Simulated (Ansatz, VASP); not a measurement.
One calculation of SnSe, two programs

INCAR

```
SYSTEM = SnSe
PREC     = Accurate       ! precision mode
ENCUT    = 520            ! plane-wave cutoff, eV
EDIFF    = 1E-6           ! SCF threshold, eV
ISMEAR   = 0              ! smearing method
SIGMA    = 0.05           ! smearing width, eV
LREAL    = .FALSE.        ! projectors in reciprocal space
LASPH    = .TRUE.         ! aspherical terms in the spheres
NELM     = 100            ! most SCF steps
ALGO     = Normal         ! electronic algorithm
ISIF     = 2              ! what is computed and relaxed
LWAVE    = .FALSE.        ! write WAVECAR
LCHARG   = .FALSE.        ! write CHGCAR
GGA      = PE             ! functional
NBANDS   = 17             ! bands
```

The input KPOINTS:

```
regular mesh
0
G
  8 8 8
  0 0 0
```

The input POSCAR:

```
SnSe
1.0
    0.0000000000      3.0100000000      3.0100000000
    3.0100000000      0.0000000000      3.0100000000
    3.0100000000      3.0100000000      0.0000000000
Sn Se
1 1
Direct
    0.0000000000      0.0000000000      0.0000000000
    0.5000000000      0.5000000000      0.5000000000
```

Input for Ansatz:

```yaml
crystal:
  lattice:
    - [0.0, 3.01, 3.01]
    - [3.01, 0.0, 3.01]
    - [3.01, 3.01, 0.0]
  atoms:
    - { symbol: Sn, position: [0.0, 0.0, 0.0] }
    - { symbol: Se, position: [0.5, 0.5, 0.5] }
basis:
  ecutwfc: 420
  fft_grid_basis: typed
kpoints:
  mp_grid: { grid: [8, 8, 8] }
hamiltonian:
  xc: pbe
  pseudopotentials: { kind: paw }
scf:
  occupations: { method: gaussian, width: 0.05 }
  n_extra_bands: 6
output:
  forces: true
  stress: false
  eigenvalues: true
  bader: false
  write_density: false
  volumetric_format: npy
  band_densities:
    - { e_range: [-0.89, -0.28] }
    - { e_range: [0.28, 0.89] }
    - { e_range: [-8.35, -5.65] }
    - { e_range: [-5.65, -2.97] }
    - { e_range: [-8.36, -0.26] }
    - { e_range: [-14.19, -12.89] }
    - { e_range: [-21.95, -21.85] }
  dos:
    e_range: [-30, 8]
    de: 0.02
    method: { smearing: { sigma: 0.03, scheme: gaussian } }
    projected: { site_lists: { Se: [Se], Sn: [Sn] } }
checkpoint:
  read: start.run
  write: ck
  compress: false
  write_wavefunctions: false
  write_every: 100000
```

Alike in both runs: task single point; functional PBE; k mesh 8 × 8 × 8; occupations gaussian, width 0.05 eV; no spin polarisation.

```csv
,VASP,Ansatz
version,VASP 6.6.1,Ansatz 0.2.0
potentials or method,"VASP PAW PBE potentials, release 64 (Sn_d, Se), cutoff 520 eV","scalar-relativistic, plane waves, PAW"
valence electrons in the cell,20,30
```

|  | VASP | Ansatz | Ansatz less VASP |
| --- | --- | --- | --- |
| gap on the k mesh at the Fermi level (eV) | 0.58 | 0.58 | -0.001 |

VASP's potentials hold 20 valence electrons a cell and Ansatz's 30, so a difference there can come from the potentials and not from the codes.
